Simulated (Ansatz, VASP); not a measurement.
## Si7C8 in VASP and in Ansatz

```
CELL_PARAMETERS angstrom
8.72000 0.00000 0.00000
0.00000 4.36000 0.00000
0.00000 0.00000 4.36000
ATOMIC_POSITIONS crystal
Si 0.00188 0.00064 0.00693
Si 0.99682 0.49222 0.51122
Si 0.25461 0.00717 0.49529
Si 0.24908 0.50061 0.00226
Si 0.49842 0.00222 0.00435
Si 0.74952 0.99878 0.50206
Si 0.75458 0.50615 0.01799
C 0.12749 0.24609 0.25029
C 0.12383 0.75538 0.75413
C 0.37361 0.24245 0.75588
C 0.37498 0.76107 0.24845
C 0.62532 0.25097 0.24405
C 0.62385 0.75463 0.75299
C 0.87849 0.24901 0.74385
C 0.86651 0.73462 0.24099
```

Alike in both runs: task single point; functional PBE; k mesh 1 × 1 × 1; no spin polarisation.

|  | VASP | Ansatz |
| --- | --- | --- |
| version | VASP 6.6.1 | Ansatz development build ahead of 0.2.0 |
| potentials or method | VASP PAW PBE potentials, release 64 (Si, C) | norm-conserving potentials, plane waves, scalar-relativistic |
| plane-wave cutoff (eV) | 600 | 1116 |
| occupations | fermi-dirac, width 0.01 eV | fermi-dirac |

```csv
,VASP,Ansatz,Ansatz less VASP
gap on the k mesh at the Fermi level (eV),0.17,0.17,-0.002
least direct gap on the mesh (eV),0.17,0.17,-0.002
```

The k mesh is coarse, so the values compare programs but aren't converged.
